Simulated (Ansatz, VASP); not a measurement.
Ti6Ge in VASP and in Ansatz

```
Ti Ge
1.0
     0.00000    4.42443    4.42443
     4.42443    0.00000    4.42443
     4.42443    4.42443    0.00000
Ti Ge
6 1
Direct
  0.21862 0.78138 0.78138
  0.78138 0.21862 0.21862
  0.78138 0.21862 0.78138
  0.21862 0.78138 0.21862
  0.78138 0.78138 0.21862
  0.21862 0.21862 0.78138
  0.50000 0.50000 0.50000
```

Alike in both runs: functional PBE; k mesh 4 × 4 × 4; occupations gaussian, width 0.2 eV; no spin polarisation.

Ansatz relaxed the structure, and its values are those at the end. VASP's run is a single point on that final structure, the one shown.

|  | VASP | Ansatz |
| --- | --- | --- |
| version | VASP 6.6.1 | Ansatz 0.2.0 |
| potentials or method | VASP PAW PBE potentials, release 64 (Ti_sv, Ge_d), cutoff 520 eV | scalar-relativistic, plane waves, PAW |
| valence electrons in the cell | 86 | 86 |

|  | VASP | Ansatz | Ansatz less VASP |
| --- | --- | --- | --- |
| gap on the k mesh at the Fermi level (eV) | none | none | - |
| pressure (GPa) | 0.3 | 0.3 | +0.05 |
| rms of the force components (eV/Å) | 0.029 | 0.019 | -0.0099 |

A gap of «none» marks a metal or a gap that the smearing closes. With one functional, cell and mesh, what is left measures potentials, basis and numerics.
